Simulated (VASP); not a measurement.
Here is a VASP 6.6.1 calculation.

INCAR

```
SYSTEM = TaRu
ALGO     = Normal         ! electronic algorithm
EDIFF    = 1E-7           ! SCF threshold, eV
ENCUT    = 520            ! plane-wave cutoff, eV
GGA      = CA             ! functional
ISIF     = 2              ! what is computed and relaxed
ISMEAR   = -1             ! smearing method
LASPH    = .TRUE.         ! aspherical terms in the spheres
LCHARG   = .TRUE.         ! write CHGCAR
LELF     = .TRUE.         ! ELF
LREAL    = .FALSE.        ! projectors in reciprocal space
LVHAR    = .TRUE.       
LWAVE    = .FALSE.        ! write WAVECAR
NBANDS   = 20             ! bands
NELM     = 60             ! most SCF steps
PREC     = Accurate       ! precision mode
SIGMA    = 0.05           ! smearing width, eV
```

File KPOINTS:

```
k-points
0
G
  11 11 11
  0 0 0
```

POSCAR

```
TaRu
1.0
    3.1788420000      0.0000000000      0.0000000000
    0.0000000000      3.1788420000      0.0000000000
    0.0000000000      0.0000000000      3.1788420000
Ta Ru
1 1
Direct
    0.5000000000      0.5000000000      0.5000000000
    0.0000000000      0.0000000000      0.0000000000
```

Potentials or basis: VASP PAW LDA potentials, release 64 (Ta_pv, Ru_pv).

Run with:

```sh
$ cat potpaw_LDA.64/Ta_pv/POTCAR potpaw_LDA.64/Ru_pv/POTCAR > POTCAR
$ mpirun -np 1 vasp_std > vasp.out
```

Q: Estimate the pressure.

A: -13.7 GPa.
